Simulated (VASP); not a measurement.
Write the native input for VASP 6.6.1 that does the following.

| Quantity | Value |
| --- | --- |
| Task | electric field gradients |
| Functional | PBE |
| Potentials or basis | VASP PAW PBE potentials, release 64 (V_sv) |
| Cutoff | 520 eV |
| k mesh | 20 × 20 × 20 |
| Occupations | gaussian, width 0.05 eV |
| Spin | no spin polarisation |
| Dipole correction | no |
| Further INCAR settings | ALGO = Normal; EDIFF = 1e-08; NBANDS = 12 |

The structure of V lies in POSCAR:

```
V
1.0
   -1.4983851310      1.4983851310      1.4983851310
    1.4983851310     -1.4983851310      1.4983851310
    1.4983851310      1.4983851310     -1.4983851310
V
1
Direct
    0.0000000000      0.0000000000      0.0000000000
```

These files were run (other wordings do the same):

INCAR

```
SYSTEM = V
PREC = Accurate ; ENCUT = 520
EDIFF = 1E-8 ; ISMEAR = 0
SIGMA = 0.05 ; LREAL = .FALSE.
LASPH = .TRUE. ; NELM = 100
ALGO = Normal ; ISIF = 2
LWAVE = .FALSE. ; LCHARG = .FALSE.
GGA = PE ; LEFG = .TRUE.
NBANDS = 12
```

KPOINTS

```
Automatic mesh
0
G
  20 20 20
  0 0 0
```

Potentials or basis: VASP PAW PBE potentials, release 64 (V_sv).

Command:

```sh
$ cat potpaw_PBE.64/V_sv/POTCAR > POTCAR
$ mpirun -np 1 vasp_std > vasp.out
```

It gave:

```json
{
 "Pressure": "0.2 GPa",
 "Band gap on the k mesh": "zero (an odd number of electrons rules out a gap without spin polarisation)",
 "Largest electric field gradient by atom": "zero within the noise of the run"
}
```

Wall time 46 s on 1 thread of Intel Xeon 8259CL (shared host), peak memory 0.15 GiB.
